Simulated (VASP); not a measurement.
# NaCl in VASP: further runs

Aim: see how the results for NaCl move with the level of theory and the settings. Levels: HSE06, r2SCAN. Tasks: single point.

Program: VASP 6.6.1. These are calculated values, not measurements. Logs are shortened: lines on timing, memory, paths and dates and some standing lists are left out, and cuts for length are marked.

### Step 1. The cell of the first run

The structure is trigonal, space group R3m (No. 160). The conventional cell has a = 4.366 Å, b = 4.366 Å, c = 10.563 Å, α = 90.00°, β = 90.00°, γ = 120.00°. Na (site symmetry 3m) has 4 Cl at 2.66 Å within 3.5 Å. Within 3.5 Å of Cl (site symmetry 3m) lie 4 Na at 2.66 Å.

### Step 2. Single point, HSE06 (strain along [111] -1.2%)

File POSCAR:

```
NaCl
1.0
   -0.0253156368      3.0619571407      3.0619571407
    3.0619571407     -0.0253156368      3.0619571407
    3.0619571407      3.0619571407     -0.0253156368
Na Cl
1 1
Direct
   -0.0009782326     -0.0009782326     -0.0009782326
    0.2509782326      0.2509782326      0.2509782326
```

File INCAR.step1:

```
SYSTEM = NaCl
ALGO = Normal ; EDIFF = 1E-5
ENCUT = 520 ; GGA = PE
ISIF = 2 ; ISMEAR = 0
LASPH = .True. ; LCHARG = .False.
LREAL = .False. ; LWAVE = .True.
NBANDS = 14 ; NELM = 100
PREC = Accurate ; SIGMA = 0.01
```

File INCAR.step2:

```
SYSTEM = NaCl
ALGO = Normal ; EDIFF = 1E-6
ENCUT = 520 ; GGA = PE
HFSCREEN = 0.2079 ; ISIF = 2
ISMEAR = 0 ; ISTART = 1
LASPH = .True. ; LCHARG = .False.
LHFCALC = .True. ; LREAL = .False.
LWAVE = .False. ; NBANDS = 14
NELM = 100 ; PREC = Accurate
PRECFOCK = Normal ; SIGMA = 0.01
```

File KPOINTS:

```
k-points
0
Gamma
  6 6 6
  0 0 0
```

Potentials or basis: VASP PAW PBE potentials, release 64 (Na_pv, Cl).

On the command line:

```console
$ cat potpaw_PBE.64/Na_pv/POTCAR potpaw_PBE.64/Cl/POTCAR > POTCAR
$ cp INCAR.step1 INCAR
$ mpirun -np 1 vasp_std > vasp.out
$ cp INCAR.step2 INCAR
$ mpirun -np 1 vasp_std > vasp.out
```

OUTCAR:

```text
SYSTEM = NaCl
   EDIFF = 1E-6
   ENCUT = 520
   GGA = PE
   HFSCREEN = 0.2079
   ISIF = 2
   ISMEAR = 0
   ISTART = 1
   LASPH = .True.
   LHFCALC = .True.
   LREAL = .False.
   NELM = 100
   PREC = Accurate
   PRECFOCK = Normal

 ion  position               nearest neighbor table
   1  0.999  0.999  0.999-   2 2.66   2 2.66   2 2.66   2 2.66
   2  0.251  0.251  0.251-   1 2.66   1 2.66   1 2.66   1 2.66

  LATTYP: Found a trigonal (rhomboedric) cell.
 ALAT       =     4.3303353155
 COS(alpha) =     0.4917153981

  Lattice vectors:

 A1 = (  -0.0253156368,   3.0619571407,   3.0619571407)
 A2 = (   3.0619571407,  -0.0253156368,   3.0619571407)
 A3 = (   3.0619571407,   3.0619571407,  -0.0253156368)

Analysis of symmetry for initial positions (statically):
=====================================================================
 Subroutine PRICEL returns:
 Original cell was already a primitive cell.

 Routine SETGRP: Setting up the symmetry group for a
 trigonal (rhombohedral) supercell.

 Subroutine GETGRP returns: Found  6 space group operations
 (whereof  6 operations were pure point group operations)
 out of a pool of 12 trial point group operations.

The static configuration has the point symmetry C_3v.

Analysis of symmetry for dynamics (positions and initial velocities):
=====================================================================
 Subroutine PRICEL returns:
 Original cell was already a primitive cell.

 Routine SETGRP: Setting up the symmetry group for a
 trigonal (rhombohedral) supercell.

 Subroutine GETGRP returns: Found  6 space group operations
 (whereof  6 operations were pure point group operations)
 out of a pool of 12 trial point group operations.

The dynamic configuration has the point symmetry C_3v.

 Subroutine INISYM returns: Found  6 space group operations
 (whereof  6 operations are pure point group operations),
 and found     1 'primitive' translations

----------------------------------------------------------------------------------------

                                     Primitive cell

  volume of cell :      58.1273

  direct lattice vectors                    reciprocal lattice vectors
    -0.025315637  3.061957141  3.061957141    -0.161282953  0.162627524  0.162627524
     3.061957141 -0.025315637  3.061957141     0.162627524 -0.161282953  0.162627524
     3.061957141  3.061957141 -0.025315637     0.162627524  0.162627524 -0.161282953

  length of vectors
     4.330335315  4.330335315  4.330335315     0.280904992  0.280904992  0.280904992

  position of ions in fractional coordinates (direct lattice)
     0.999021767  0.999021767  0.999021767
     0.250978233  0.250978233  0.250978233

  ion indices of the primitive-cell ions
   primitive index   ion index
                 1           1
                 2           2

----------------------------------------------------------------------------------------

 KPOINTS: k-points

Automatic generation of k-mesh.
 Grid dimensions read from file:
 generate k-points for:    6    6    6

 Generating k-lattice:

  Cartesian coordinates                     Fractional coordinates (reciprocal lattice)
    -0.026880492  0.027104587  0.027104587     0.166666667  0.000000000  0.000000000
     0.027104587 -0.026880492  0.027104587     0.000000000  0.166666667  0.000000000
     0.027104587  0.027104587 -0.026880492     0.000000000  0.000000000  0.166666667

  Length of vectors
     0.046817499  0.046817499  0.046817499

  Shift w.r.t. Gamma in fractional coordinates (k-lattice)
     0.000000000  0.000000000  0.000000000

 Subroutine IBZKPT returns following result:
 ===========================================

 Found     32 irreducible k-points:

 Following reciprocal coordinates:
            Coordinates               Weight
  0.000000  0.000000  0.000000      1.000000
  0.166667 -0.000000 -0.000000      6.000000
  0.333333  0.000000 -0.000000      6.000000
  0.500000  0.000000  0.000000      3.000000
  0.166667  0.166667 -0.000000      6.000000
  0.333333  0.166667 -0.000000     12.000000
[... 16 lines left out ...]
  0.500000  0.500000  0.166667      6.000000
 -0.333333  0.500000  0.166667     12.000000
 [... further k-points ...]
   k-points           NKPTS =     32   k-points in BZ     NKDIM =    216   number of bands    NBANDS=     14
   number of dos      NEDOS =    301   number of ions     NIONS =      2
   total plane-waves  NPLWV =  32768
   dimension x,y,z NGX =    32 NGY =   32 NGZ =   32
   dimension x,y,z NGXF=    64 NGYF=   64 NGZF=   64
   ions per type =               1   1
   NGX,Y,Z   is equivalent  to a cutoff of  12.29, 12.29, 12.29 a.u.
   NGXF,Y,Z  is equivalent  to a cutoff of  24.57, 24.57, 24.57 a.u.
 SYSTEM =  NaCl
   PREC   = accura    normal or accurate (medium, high low for compatibility)
   ISTART =      1    job   : 0-new  1-cont  2-samecut
   ICHARG =      0    charge: 1-file 2-atom 10-const
   ISPIN  =      1    spin polarized calculation?
   LNONCOLLINEAR =      F non collinear calculations
   LSORBIT =      F    spin-orbit coupling
   LASPH  =      T    aspherical Exc in radial PAW
   ENCUT  =  520.0 eV  38.22 Ry    6.18 a.u.   8.05  8.05  8.05*2*pi/ulx,y,z
   NELM   =    100;   NELMIN=  2; NELMDL=  0     # of ELM steps
   EDIFF  = 0.1E-05   stopping-criterion for ELM
   LREAL  =      F    real-space projection
   EDIFFG = 0.1E-04   stopping-criterion for IOM
   NSW    =      0    number of steps for IOM
   IBRION =     -1    ionic relax: 0-MD 1-quasi-New 2-CG
   NFREE  =      0    steps in history (QN), initial steepest desc. (CG)
   ISIF   =      2    stress and relaxation
   ISYM   =      3    0-nonsym 1-usesym 2-fastsym
   POTIM  = 0.5000    time-step for ionic-motion
   TEBEG  =    0.0;   TEEND  =   0.0 temperature during run
   PSTRESS=    0.0 pullay stress
   NELECT =      14.0000    total number of electrons
   NUPDOWN=      -1.0000    fix difference up-down
   EMIN   =  10.00;   EMAX   =-10.00  energy-range for DOS
   EFERMI =   0.00;   METHOD = LEGACY
   ISMEAR =     0;   SIGMA  =   0.01  broadening in eV -4-tet -1-fermi 0-gaus
   EFERMI_NEDOS =   21; number of points for ismear=-14 and -15
   IALGO  =     38    algorithm
   IMIX   =      1    mixing-type and parameters
     AMIX     =   0.40;   BMIX     =  1.00
     AMIX_MAG =   1.60;   BMIX_MAG =  1.00
  volume/ion in A,a.u.               =      29.06       196.13
  Fermi-wavevector in a.u.,A,eV,Ry     =   1.018570  1.924818 14.115835  1.037485
  Thomas-Fermi vector in A             =   2.152035
   LORBIT       =      0    0 simple, 1 ext, 2 COOP (PROOUT), +10 PAW based schemes
   GGA     = PE    functional components
   LHFCALC =     T    Hartree Fock is set to
   PRECFOCK=normal    Normal, Fast or Accurate (Low or Medium for compatibility)
   ENCUT4O =  -1.0   cutoff for four orbital integrals eV
   NKREDX  =     1    reduce k-point grid by
   NKREDY  =     1    reduce k-point grid by
   NKREDZ  =     1    reduce k-point grid by
   AEXX    =    0.2500 exact exchange contribution
   HFSCREEN=    0.2079 screening length (either q_TF or 0.3 A-1)
   HFSCREENC=   0.2079 screening length for correlation (either q_TF or 0.3 A-1)
   ENCUTFOCK=  -1.0 apply spherical cutoff to Coloumb kernel
   IVDW    =     0    specifies the selected vdW correction
   LEPSILON=     F    determine dielectric tensor
   LRPA    =     F    only Hartree local field effects (RPA)
 non-spin polarized calculation
 Gauss-broadening in eV      SIGMA  =   0.01
  energy-cutoff  :      520.00
  volume of cell :       58.13
 maximum number of plane-waves:      1580
  NGX = 28; NGY = 28; NGZ = 28

 number of electron      13.9999997 magnetization

 Free energy of the ion-electron system (eV)
  ---------------------------------------------------
  ext. energy  EPLUGINS =         0.00000000
  ---------------------------------------------------
  free energy    TOTEN  =        -7.72346771 eV

  energy without entropy =       -7.72346771  energy(sigma->0) =       -7.72346771

 E-fermi :  -3.2295     XC(G=0):  -5.7938

 val. band max:       -3.3400353857   @ k =   0.0000   0.0000   0.0000
 cond. band min:       2.9063767852   @ k =   0.0000   0.0000   0.0000
 fundamental gap:      6.2464121709
 Fermi energy:        -3.2294569313

 k-point     1 :       0.0000    0.0000    0.0000
  band No.  band energies     occupation
      1     -25.9658      2.00000
      2     -25.9647      2.00000
      3     -25.9647      2.00000
      4     -16.6405      2.00000
      5      -3.3722      2.00000
      6      -3.3722      2.00000
      7      -3.3400      2.00000
      8       2.9064      0.00000
      9       9.3706      0.00000
     10       9.3706      0.00000
     11       9.5204      0.00000
     12      11.2784      0.00000
     13      11.2784      0.00000
     14      13.5951      0.00000

 k-point     2 :       0.1667   -0.0000   -0.0000
  band No.  band energies     occupation
      1     -25.9686      2.00000
      2     -25.9661      2.00000
      3     -25.9651      2.00000
      4     -16.6009      2.00000
      5      -3.6984      2.00000
      6      -3.3965      2.00000
      7      -3.3707      2.00000
      8       3.5284      0.00000
      9       8.7227      0.00000
     10       9.4796      0.00000
     11       9.6067      0.00000
     12      10.7778      0.00000
     13      10.8270      0.00000
     14      12.5662      0.00000

 k-point     3 :       0.3333    0.0000   -0.0000
  band No.  band energies     occupation
      1     -25.9760      2.00000
      2     -25.9670      2.00000
      3     -25.9659      2.00000
      4     -16.5202      2.00000
      5      -4.2528      2.00000
      6      -3.4440      2.00000
      7      -3.4239      2.00000
      8       4.8105      0.00000
      9       7.6377      0.00000
     10       9.0253      0.00000
     11       9.1274      0.00000
     12      11.6408      0.00000
     13      11.7565      0.00000
     14      12.0802      0.00000

 k-point     4 :       0.5000    0.0000    0.0000
  band No.  band energies     occupation
      1     -25.9797      2.00000
      2     -25.9674      2.00000
      3     -25.9663      2.00000
      4     -16.4793      2.00000
      5      -4.4946      2.00000
      6      -3.4672      2.00000
      7      -3.4498      2.00000
      8       5.6359      0.00000
      9       6.9663      0.00000
     10       8.7486      0.00000
     11       8.8518      0.00000
     12      12.5412      0.00000
     13      13.2016      0.00000
     14      13.3253      0.00000

 k-point     5 :       0.1667    0.1667   -0.0000
  band No.  band energies     occupation
      1     -25.9693      2.00000
      2     -25.9663      2.00000
      3     -25.9657      2.00000
      4     -16.5873      2.00000
      5      -3.6943      2.00000
      6      -3.4592      2.00000
      7      -3.4349      2.00000
      8       3.7165      0.00000
      9       8.6122      0.00000
     10       9.3958      0.00000
     11       9.6853      0.00000
[... 276 lines left out ...]
 k-point    22 :      -0.1667    0.3333    0.1667
  band No.  band energies     occupation
      1     -25.9776      2.00000
      2     -25.9696      2.00000
      3     -25.9678      2.00000
      4     -16.4669      2.00000
      5      -4.2098      2.00000
      6      -3.7785      2.00000
      7      -3.5569      2.00000
      8       5.5227      0.00000
      9       7.4489      0.00000
     10       7.9391      0.00000
     11       9.7742      0.00000
     12      11.0902      0.00000
     13      13.0962      0.00000
     14      13.8160      0.00000

 k-point    23 :       0.5000    0.5000    0.1667
  band No.  band energies     occupation
      1     -25.9801      2.00000
      2     -25.9698      2.00000
      3     -25.9683      2.00000
      4     -16.4380      2.00000
      5      -4.2974      2.00000
      6      -3.7780      2.00000
      7      -3.6524      2.00000
      8       5.3164      0.00000
      9       7.2923      0.00000
     10       8.4023      0.00000
     11      10.4108      0.00000
     12      10.9516      0.00000
     13      13.7669      0.00000
     14      13.9702      0.00000

 k-point    24 :      -0.3333    0.5000    0.1667
  band No.  band energies     occupation
      1     -25.9800      2.00000
      2     -25.9705      2.00000
      3     -25.9691      2.00000
      4     -16.4255      2.00000
      5      -4.2330      2.00000
      6      -3.8803      2.00000
      7      -3.7231      2.00000
      8       5.5218      0.00000
      9       7.4551      0.00000
     10       8.5528      0.00000
     11       9.3516      0.00000
     12      11.9735      0.00000
     13      13.2731      0.00000
     14      13.6507      0.00000

 [... further k-points ...]

------------------------ aborting loop because EDIFF is reached ----------------------------------------

  FORCE on cell =-STRESS in cart. coord.  units (eV):
  Direction    XX          YY          ZZ          XY          YZ          ZX
  --------------------------------------------------------------------------------------
  -------------------------------------------------------------------------------------
  Total        0.2333808      0.2333808      0.2333808      0.0158233      0.0158233      0.0158233
  in kB        6.4327354      6.4327354      6.4327354      0.4361414      0.4361414      0.4361414
  external PRESSURE =       6.4327354 kB  Pullay stress =       0.0000000 kB

 VOLUME and BASIS-vectors are now :
 -----------------------------------------------------------------------------
  energy-cutoff  :      520.00
  volume of cell :       58.13
      direct lattice vectors                 reciprocal lattice vectors
    -0.025315637  3.061957141  3.061957141    -0.161282953  0.162627524  0.162627524
     3.061957141 -0.025315637  3.061957141     0.162627524 -0.161282953  0.162627524
     3.061957141  3.061957141 -0.025315637     0.162627524  0.162627524 -0.161282953

 POSITION                                       TOTAL-FORCE (eV/Angst)
 -----------------------------------------------------------------------------------
      6.09263      6.09263      6.09263        -0.000103     -0.000103     -0.000103
      1.53062      1.53062      1.53062         0.000103      0.000103      0.000103
 -----------------------------------------------------------------------------------
    total drift:                               -0.000121     -0.000125     -0.000128

  FREE ENERGIE OF THE ION-ELECTRON SYSTEM (eV)
  ---------------------------------------------------
  free  energy   TOTEN  =        -7.7234677097 eV

  energy  without entropy=       -7.7234677097  energy(sigma->0) =       -7.72346771
```

It took 58 min on 1 thread of Intel Xeon Platinum 8259CL at 2.50GHz (Skylake/Cascade Lake), shared host; peak memory 0.31 GiB.

What came out:

- Free energy: -7.7235 eV
- Pressure: 0.6 GPa
- Band gap on the k mesh: 6.25 eV

Caveat: the cell differs from its parent crystal (strain along [111] -1.2%); the PAW data sets were made with another functional, which shifts forces and pressure a little.

### Step 3. Single point, r2SCAN (shear xy strain +1.1%)

File POSCAR:

```
NaCl
1.0
    0.0171343639      3.0872727775      3.0872727775
    3.0872727775      0.0171343639      3.0872727775
    3.1044071414      3.1044071414      0.0000000000
Na Cl
1 1
Direct
    0.0012483145      0.0012483145     -0.0012483145
    0.2487516855      0.2487516855      0.2512483145
```

File INCAR.step1:

```
SYSTEM = NaCl
ALGO = Normal
EDIFF = 1E-4
ENCUT = 520
GGA = PE
ISMEAR = 0
LASPH = .True.
LCHARG = .False.
LREAL = .False.
LWAVE = .True.
NBANDS = 14
NELM = 100
PREC = Accurate
SIGMA = 0.01
```

File INCAR.step2:

```
SYSTEM = NaCl
ALGO = Normal
EDIFF = 1E-6
ENCUT = 520
ISIF = 2
ISMEAR = 0
ISTART = 1
LASPH = .True.
LCHARG = .False.
LMIXTAU = .True.
LREAL = .False.
LWAVE = .False.
METAGGA = R2SCAN
NBANDS = 14
NELM = 100
PREC = Accurate
SIGMA = 0.01
```

File KPOINTS:

```
k-points
0
Gamma
  8 8 8
  0 0 0
```

Potentials or basis: VASP PAW PBE potentials, release 64 (Na_pv, Cl).

On the command line:

```console
$ cat potpaw_PBE.64/Na_pv/POTCAR potpaw_PBE.64/Cl/POTCAR > POTCAR
$ cp INCAR.step1 INCAR
$ mpirun -np 1 vasp_std > vasp.out
$ cp INCAR.step2 INCAR
$ mpirun -np 1 vasp_std > vasp.out
```

Wall time 3.5 min (1 thread of Intel Xeon Platinum 8259CL at 2.50GHz (Skylake/Cascade Lake), shared host); peak memory 0.23 GiB.

Results (log left out):

- Free energy: -13.5616 eV
- Pressure: -0.1 GPa
- Band gap on the k mesh: 5.55 eV

Stress tensor (GPa, compression positive):
```
-0.09 -0.06  0.00
-0.06 -0.09  0.00
 0.00  0.00 -0.14
```

Levels at points of the mesh, in eV from the valence-band top:
```csv
k point,band 5,band 6,band 7,band 8,band 9,band 10
"(0.00, 0.00, 0.00)",-0.03,-0.01,0.00,5.55,11.99,12.06
"(0.50, 0.00, 0.00)",-1.05,-0.12,-0.11,8.33,9.48,11.29
"(0.50, 0.50, 0.00)",-0.96,-0.33,-0.29,7.47,9.79,11.58
"(0.00, 0.00, 0.50)",-1.06,-0.10,-0.09,8.33,9.44,11.34
"(0.50, 0.00, 0.50)",-0.96,-0.31,-0.31,7.47,9.79,11.58
```

Caveat: the cell differs from its parent crystal (shear xy strain +1.1%); the PAW data sets were made with another functional, which shifts forces and pressure a little.
